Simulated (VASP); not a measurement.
The system is CdF2.

```
Cd F
1.0
     0.00000    2.69400    2.69400
     2.69400    0.00000    2.69400
     2.69400    2.69400    0.00000
Cd F
1 2
Direct
  0.00000 0.00000 0.00000
  0.25000 0.25000 0.25000
  0.75000 0.75000 0.75000
```

Base run:

* Program: VASP 6.6.1
* Functional: r2SCAN
* Potentials or basis: VASP PAW PBE potentials, release 64 (Cd, F)
* Cutoff: 520 eV
* k mesh: 8 × 8 × 8
* Occupations: fermi-dirac, width 0.02 eV
* Spin: no spin polarisation

Its results: band gap on the k mesh 3.75 eV, indirect (least direct gap 4.25 eV); pressure 1.0 GPa.

Q: The run is repeated on the same cell with these changes: functional from r2SCAN to PBE; further incar settings from ALGO = Normal; EDIFF = 1e-08; NBANDS = 20 to ALGO = Normal; EDIFF = 1e-06; NBANDS = 20. What comes out?

A: Band gap on the k mesh 3.07 eV, indirect (least direct gap 3.57 eV); pressure 6.2 GPa.

Caveats: the PAW data sets were made with another functional, which shifts forces and pressure a little (some runs).

A k mesh can miss the band edges.
